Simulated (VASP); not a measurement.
A run of VASP 6.6.1 is set up as follows.

The input INCAR:

```
PREC = Accurate
ENCUT = 520
EDIFF = 1E-7
ISMEAR = -1
SIGMA = 0.1
LREAL = F
LASPH = T
NELM = 100
ALGO = Normal
ISIF = 2
LWAVE = F
LCHARG = F
GGA = PE
NBANDS = 10
```

KPOINTS

```
regular mesh
0
Gamma
  7 7 7
```

Contents of POSCAR:

```
Na
1.0
    1.7105475492      1.7105475492      1.7105475492
   -1.7105475492      1.7105475492      1.7105475492
   -1.7105475492     -1.7105475492      1.7105475492
Na
1
Direct
    0.0000000000      0.0000000000      0.0000000000
```

Potentials or basis: VASP PAW PBE potentials, release 64 (Na_pv).

The run is started by

```console
$ cat potpaw_PBE.64/Na_pv/POTCAR > POTCAR
$ mpirun -np 1 vasp_std > vasp.out
```

Problem. Predict the pressure.

Solution. 15.0 GPa.

Caveat: the k points lie up to 0.37 Å⁻¹ apart.
